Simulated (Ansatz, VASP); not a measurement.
## MgS: VASP beside Ansatz

```xyz
2
Lattice="0.0000 2.8331 2.8331 2.8331 0.0000 2.8331 2.8331 2.8331 0.0000" Properties=species:S:1:pos:R:3 pbc="T T T"
S     1.4166    1.4166    1.4166
Mg    0.0000    0.0000    0.0000
```

Alike in both runs: task single point; functional PBE; k mesh 8 × 8 × 8; occupations gaussian, width 0.02 eV; no spin polarisation.

```csv
,VASP,Ansatz
version,VASP 6.6.1,Ansatz 0.2.0
potentials or method,"VASP PAW PBE potentials, release 64 (S, Mg), cutoff 520 eV","all-electron LAPW, scalar-relativistic"
```

VASP gave:

```
gap on the k mesh at the Fermi level (eV) : 3.45
least direct gap on the mesh (eV)         : 3.45
pressure (GPa)                            : 0.8
```

Q: Which values does Ansatz return?

A: gap on the k mesh at the Fermi level (eV): 3.45; least direct gap on the mesh (eV): 3.45; pressure (GPa): 0.9.

Ansatz ran all-electron here, and VASP with PAW potentials.
